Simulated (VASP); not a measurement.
# K (P6/mmm) in VASP: single point with PBEsol

Aim: the single point of K with PBEsol.

All numbers are computed with VASP 6.6.1; they aren't measurements. Logs are shortened: lines on timing, memory, paths and dates and some standing lists are left out, and cuts for length are marked.

## Step 1: The cell of the first run

Symmetry: P6/mmm, No. 191, hexagonal system. Conventional cell: a = 7.434 Å, b = 7.434 Å, c = 4.484 Å, α = 90.00°, β = 90.00°, γ = 120.00°. K (site symmetry 6/mmm) has 14 K at 4.48 to 4.84 Å within 5.9 Å. Within 5.6 Å of K (site symmetry -6m2) lie 11 K at 4.29 to 4.84 Å.

This isn't the form of K at room conditions, which is bcc.

## Step 2: Single point, PBEsol

File INCAR:

```
PREC = Accurate
ENCUT = 520
EDIFF = 1E-6
ISMEAR = 0
SIGMA = 0.1
LREAL = False
LASPH = True
NELM = 80
ALGO = Fast
ISIF = 2
LWAVE = False
LCHARG = False
GGA = PS
NBANDS = 20
```

File KPOINTS:

```
Automatic mesh
0
Gamma
  9 9 10
```

File POSCAR:

```
K
1.0
    7.4344047454      0.0000000000      0.0000000000
   -3.7172023727      6.4383833716      0.0000000000
    0.0000000000      0.0000000000      4.4839149077
K
3
Direct
    0.0000000000      0.0000000000      0.0000000000
    0.3333333333      0.6666666667      0.5000000000
    0.6666666667      0.3333333333      0.5000000000
```

Potentials or basis: VASP PAW PBE potentials, release 64 (K_sv).

Run with:

```console
$ cat potpaw_PBE.64/K_sv/POTCAR > POTCAR
$ mpirun -np 1 vasp_std > vasp.out
```

OUTCAR:

```text
PREC = Accurate
   ENCUT = 520
   EDIFF = 1E-6
   ISMEAR = 0
   LREAL = False
   LASPH = True
   NELM = 80
   ISIF = 2
   GGA = PS

 ion  position               nearest neighbor table
   1  0.000  0.000  0.000-
   2  0.333  0.667  0.500-
   3  0.667  0.333  0.500-

  LATTYP: Found a hexagonal cell.
 ALAT       =     7.4344047454
 C/A-ratio  =     0.6031303193

  Lattice vectors:

 A1 = (   7.4344047454,   0.0000000000,   0.0000000000)
 A2 = (  -3.7172023727,   6.4383833716,   0.0000000000)
 A3 = (   0.0000000000,   0.0000000000,   4.4839149077)

Analysis of symmetry for initial positions (statically):
=====================================================================
 Subroutine PRICEL returns:
 Original cell was already a primitive cell.

 Routine SETGRP: Setting up the symmetry group for a
 hexagonal supercell.

 Subroutine GETGRP returns: Found 24 space group operations
 (whereof 24 operations were pure point group operations)
 out of a pool of 24 trial point group operations.

The static configuration has the point symmetry D_6h.

Analysis of symmetry for dynamics (positions and initial velocities):
=====================================================================
 Subroutine PRICEL returns:
 Original cell was already a primitive cell.

 Routine SETGRP: Setting up the symmetry group for a
 hexagonal supercell.

 Subroutine GETGRP returns: Found 24 space group operations
 (whereof 24 operations were pure point group operations)
 out of a pool of 24 trial point group operations.

The dynamic configuration has the point symmetry D_6h.

 Subroutine INISYM returns: Found 24 space group operations
 (whereof 24 operations are pure point group operations),
 and found     1 'primitive' translations

----------------------------------------------------------------------------------------

                                     Primitive cell

  volume of cell :     214.6250

  direct lattice vectors                    reciprocal lattice vectors
     7.434404745  0.000000000  0.000000000     0.134509760  0.077659246  0.000000000
    -3.717202373  6.438383372  0.000000000     0.000000000  0.155318493  0.000000000
     0.000000000  0.000000000  4.483914908     0.000000000  0.000000000  0.223019397

  length of vectors
     7.434404745  7.434404745  4.483914908     0.155318493  0.155318493  0.223019397

  position of ions in fractional coordinates (direct lattice)
     0.000000000  0.000000000  0.000000000
     0.333333333  0.666666667  0.500000000
     0.666666667  0.333333333  0.500000000

  ion indices of the primitive-cell ions
   primitive index   ion index
                 1           1
                 2           2
                 3           3

----------------------------------------------------------------------------------------

 KPOINTS: Automatic mesh

Automatic generation of k-mesh.
 Grid dimensions read from file:
 generate k-points for:    9    9   10

 Generating k-lattice:

  Cartesian coordinates                     Fractional coordinates (reciprocal lattice)
     0.014945529  0.008628805  0.000000000     0.111111111  0.000000000  0.000000000
     0.000000000  0.017257610  0.000000000     0.000000000  0.111111111  0.000000000
     0.000000000  0.000000000  0.022301940     0.000000000  0.000000000  0.100000000

  Length of vectors
     0.017257610  0.017257610  0.022301940

  Shift w.r.t. Gamma in fractional coordinates (k-lattice)
     0.000000000  0.000000000  0.000000000

 Subroutine IBZKPT returns following result:
 ===========================================

 Found     72 irreducible k-points:

 Following reciprocal coordinates:
            Coordinates               Weight
  0.000000  0.000000  0.000000      1.000000
  0.111111 -0.000000  0.000000      6.000000
  0.222222 -0.000000  0.000000      6.000000
  0.333333  0.000000  0.000000      6.000000
  0.444444 -0.000000  0.000000      6.000000
  0.111111  0.111111  0.000000      6.000000
[... 16 lines left out ...]
  0.333333  0.222222  0.100000     24.000000
  0.333333  0.333333  0.100000      4.000000
 [... further k-points ...]
   k-points           NKPTS =     72   k-points in BZ     NKDIM =     72   number of bands    NBANDS=     20
   number of dos      NEDOS =    301   number of ions     NIONS =      3
   total plane-waves  NPLWV = 112896
   dimension x,y,z NGX =    56 NGY =   56 NGZ =   36
   dimension x,y,z NGXF=   112 NGYF=  112 NGZF=   72
   ions per type =               3
   NGX,Y,Z   is equivalent  to a cutoff of  12.52, 12.52, 13.35 a.u.
   NGXF,Y,Z  is equivalent  to a cutoff of  25.05, 25.05, 26.69 a.u.
 SYSTEM =  unknown system
   PREC   = accura    normal or accurate (medium, high low for compatibility)
   ISTART =      0    job   : 0-new  1-cont  2-samecut
   ICHARG =      2    charge: 1-file 2-atom 10-const
   ISPIN  =      1    spin polarized calculation?
   LNONCOLLINEAR =      F non collinear calculations
   LSORBIT =      F    spin-orbit coupling
   LASPH  =      T    aspherical Exc in radial PAW
   ENCUT  =  520.0 eV  38.22 Ry    6.18 a.u.  13.82 13.82  8.34*2*pi/ulx,y,z
   NELM   =     80;   NELMIN=  2; NELMDL= -5     # of ELM steps
   EDIFF  = 0.1E-05   stopping-criterion for ELM
   LREAL  =      F    real-space projection
   EDIFFG = 0.1E-04   stopping-criterion for IOM
   NSW    =      0    number of steps for IOM
   IBRION =     -1    ionic relax: 0-MD 1-quasi-New 2-CG
   NFREE  =      0    steps in history (QN), initial steepest desc. (CG)
   ISIF   =      2    stress and relaxation
   ISYM   =      2    0-nonsym 1-usesym 2-fastsym
   POTIM  = 0.5000    time-step for ionic-motion
   TEBEG  =    0.0;   TEEND  =   0.0 temperature during run
   PSTRESS=    0.0 pullay stress
   NELECT =      27.0000    total number of electrons
   NUPDOWN=      -1.0000    fix difference up-down
   EMIN   =  10.00;   EMAX   =-10.00  energy-range for DOS
   EFERMI =   0.00;   METHOD = LEGACY
   ISMEAR =     0;   SIGMA  =   0.10  broadening in eV -4-tet -1-fermi 0-gaus
   EFERMI_NEDOS =   21; number of points for ismear=-14 and -15
   IALGO  =     68    algorithm
   IMIX   =      4    mixing-type and parameters
     AMIX     =   0.40;   BMIX     =  1.00
     AMIX_MAG =   1.60;   BMIX_MAG =  1.00
  volume/ion in A,a.u.               =      71.54       482.79
  Fermi-wavevector in a.u.,A,eV,Ry     =   0.820294  1.550130  9.155108  0.672881
  Thomas-Fermi vector in A             =   1.931250
   LORBIT       =      0    0 simple, 1 ext, 2 COOP (PROOUT), +10 PAW based schemes
   GGA     = PS    functional components
   LHFCALC =     F    Hartree Fock is set to
   AEXX    =    0.0000 exact exchange contribution
   IVDW    =     0    specifies the selected vdW correction
   LEPSILON=     F    determine dielectric tensor
   LRPA    =     F    only Hartree local field effects (RPA)
 non-spin polarized calculation
 RMM-DIIS sequential band-by-band and
 Gauss-broadening in eV      SIGMA  =   0.10
  energy-cutoff  :      520.00
  volume of cell :      214.63
 maximum number of plane-waves:      5796
 NGX is ok and might be reduce to    56
   NGX = 27   NGY = 27   NGZ = 17

 number of electron      26.9999998 magnetization

 Free energy of the ion-electron system (eV)
  ---------------------------------------------------
  ext. energy  EPLUGINS =         0.00000000
  ---------------------------------------------------
  free energy    TOTEN  =        -3.37771703 eV

  energy without entropy =       -3.36667052  energy(sigma->0) =       -3.37219378

 E-fermi :  -0.1013     XC(G=0):  -5.7649

 val. band max:       -0.1091629720   @ k =   0.2222  -0.0000   0.5000
 cond. band min:      -0.0815797279   @ k =   0.4444   0.1111   0.4000
 fundamental gap:      0.0275832441
 Fermi energy:        -0.1013481582

 k-point     1 :       0.0000    0.0000    0.0000
  band No.  band energies     occupation
      1     -32.1259      2.00000
      2     -32.1192      2.00000
      3     -32.0261      2.00000
      4     -15.7009      2.00000
      5     -15.7009      2.00000
      6     -15.6465      2.00000
[... 12 lines left out ...]
     19       1.6391      0.00000
     20       3.6694      0.00000

 k-point     2 :       0.1111   -0.0000    0.0000
  band No.  band energies     occupation
      1     -32.1258      2.00000
      2     -32.1194      2.00000
      3     -32.0261      2.00000
      4     -15.7020      2.00000
      5     -15.7000      2.00000
      6     -15.6466      2.00000
[... 12 lines left out ...]
     19       1.9894      0.00000
     20       3.7010      0.00000

 k-point     3 :       0.2222   -0.0000    0.0000
  band No.  band energies     occupation
      1     -32.1252      2.00000
      2     -32.1199      2.00000
      3     -32.0261      2.00000
      4     -15.7046      2.00000
      5     -15.6972      2.00000
      6     -15.6481      2.00000
[... 12 lines left out ...]
     19       2.5179      0.00000
     20       3.7277      0.00000

 k-point     4 :       0.3333    0.0000    0.0000
  band No.  band energies     occupation
      1     -32.1245      2.00000
      2     -32.1207      2.00000
      3     -32.0261      2.00000
      4     -15.7072      2.00000
      5     -15.6923      2.00000
      6     -15.6523      2.00000
[... 12 lines left out ...]
     19       2.9434      0.00000
     20       3.4881      0.00000

 k-point     5 :       0.4444   -0.0000    0.0000
  band No.  band energies     occupation
      1     -32.1238      2.00000
      2     -32.1213      2.00000
      3     -32.0261      2.00000
      4     -15.7089      2.00000
      5     -15.6873      2.00000
      6     -15.6572      2.00000
[... 12 lines left out ...]
     19       2.9404      0.00000
     20       3.1626      0.00000

 k-point     6 :       0.1111    0.1111    0.0000
  band No.  band energies     occupation
      1     -32.1254      2.00000
      2     -32.1198      2.00000
      3     -32.0261      2.00000
      4     -15.7037      2.00000
      5     -15.6983      2.00000
      6     -15.6476      2.00000
[... 12 lines left out ...]
     19       2.3684      0.00000
     20       3.7407      0.00000

 k-point     7 :       0.2222    0.1111    0.0000
  band No.  band energies     occupation
      1     -32.1248      2.00000
      2     -32.1204      2.00000
      3     -32.0261      2.00000
      4     -15.7061      2.00000
      5     -15.6944      2.00000
      6     -15.6511      2.00000
[... 12 lines left out ...]
     19       2.8110      0.00000
     20       3.5229      0.00000
[... 277 lines left out ...]
 k-point    20 :       0.3333    0.1111    0.1000
  band No.  band energies     occupation
      1     -32.1238      2.00000
      2     -32.1209      2.00000
      3     -32.0259      2.00000
      4     -15.7072      2.00000
      5     -15.6880      2.00000
      6     -15.6564      2.00000
[... 12 lines left out ...]
     19       3.0883      0.00000
     20       3.1605      0.00000

 k-point    21 :       0.4444    0.1111    0.1000
  band No.  band energies     occupation
      1     -32.1233      2.00000
      2     -32.1214      2.00000
      3     -32.0259      2.00000
      4     -15.7080      2.00000
      5     -15.6846      2.00000
      6     -15.6600      2.00000
[... 12 lines left out ...]
     19       2.9954      0.00000
     20       3.1099      0.00000

 k-point    22 :       0.2222    0.2222    0.1000
  band No.  band energies     occupation
      1     -32.1238      2.00000
      2     -32.1208      2.00000
      3     -32.0259      2.00000
      4     -15.7068      2.00000
      5     -15.6884      2.00000
      6     -15.6569      2.00000
[... 12 lines left out ...]
     19       3.0977      0.00000
     20       3.1536      0.00000

 k-point    23 :       0.3333    0.2222    0.1000
  band No.  band energies     occupation
      1     -32.1231      2.00000
      2     -32.1216      2.00000
      3     -32.0259      2.00000
      4     -15.7076      2.00000
      5     -15.6820      2.00000
      6     -15.6643      2.00000
[... 12 lines left out ...]
     19       3.0152      0.00000
     20       3.2489      0.00000

 k-point    24 :       0.3333    0.3333    0.1000
  band No.  band energies     occupation
      1     -32.1223      2.00000
      2     -32.1223      2.00000
      3     -32.0259      2.00000
      4     -15.7077      2.00000
      5     -15.6736      2.00000
      6     -15.6736      2.00000
[... 12 lines left out ...]
     19       3.2024      0.00000
     20       3.2887      0.00000

 [... further k-points ...]

------------------------ aborting loop because EDIFF is reached ----------------------------------------

  FORCE on cell =-STRESS in cart. coord.  units (eV):
  Direction    XX          YY          ZZ          XY          YZ          ZX
  --------------------------------------------------------------------------------------
  -------------------------------------------------------------------------------------
  Total       -0.0151989     -0.0151989     -0.0368209      0.0000000     -0.0000000     -0.0000000
  in kB       -0.1134601     -0.1134601     -0.2748685      0.0000000     -0.0000000     -0.0000000
  external PRESSURE =      -0.1672629 kB  Pullay stress =       0.0000000 kB

 VOLUME and BASIS-vectors are now :
 -----------------------------------------------------------------------------
  energy-cutoff  :      520.00
  volume of cell :      214.63
      direct lattice vectors                 reciprocal lattice vectors
     7.434404745  0.000000000  0.000000000     0.134509760  0.077659246  0.000000000
    -3.717202373  6.438383372  0.000000000     0.000000000  0.155318493  0.000000000
     0.000000000  0.000000000  4.483914908     0.000000000  0.000000000  0.223019397

 POSITION                                       TOTAL-FORCE (eV/Angst)
 -----------------------------------------------------------------------------------
      0.00000      0.00000      0.00000        -0.000000      0.000000      0.000000
     -0.00000      4.29226      2.24196        -0.000000     -0.000000      0.000000
      3.71720      2.14613      2.24196         0.000000      0.000000     -0.000000
 -----------------------------------------------------------------------------------
    total drift:                                0.000000     -0.000000      0.000000

  FREE ENERGIE OF THE ION-ELECTRON SYSTEM (eV)
  ---------------------------------------------------
  free  energy   TOTEN  =        -3.3777170299 eV

  energy  without entropy=       -3.3666705202  energy(sigma->0) =       -3.37219378
```

Run time: 6.8 min. Hardware: 1 thread of Oxide Virtual Turin-like, shared host; peak memory 0.43 GiB.

Results:

| Item | Value |
| --- | --- |
| Free energy | -3.3777 eV |
| Pressure | 0.0 GPa |
| Band gap on the k mesh | zero (an odd number of electrons rules out a gap without spin polarisation) |

Caveat: the PAW data sets were made with another functional, which shifts forces and pressure a little.

The gap in the log of VASP goes by the Fermi energy; the results here count the filled bands.